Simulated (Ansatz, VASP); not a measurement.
## TePb: VASP beside Ansatz

```
CELL_PARAMETERS angstrom
0.00000 2.82973 2.82973
2.82973 0.00000 2.82973
2.82973 2.82973 0.00000
ATOMIC_POSITIONS crystal
Pb 0.00000 0.00000 0.00000
Te 0.50000 0.50000 0.50000
```

Change from the starting cell: volume scaled by 0.64, LAPW.

Alike in both runs: task single point; functional PBE; k mesh 11 × 11 × 11; occupations fermi-dirac, width 0.1 eV; no spin polarisation.

|  | VASP | Ansatz |
| --- | --- | --- |
| version | VASP 6.6.1 | Ansatz 0.2.0 |
| potentials or method | VASP PAW PBE potentials, release 64 (Pb_d, Te), cutoff 520 eV | all-electron LAPW, scalar-relativistic |

```tsv
	VASP	Ansatz	Ansatz less VASP
pressure (GPa)	46.8	46.9	+0.02
```

Both programs put the cell under a high pressure, so it lies far from rest at this level. Ansatz ran all-electron here, and VASP with PAW potentials.

Spin-orbit coupling is off throughout.
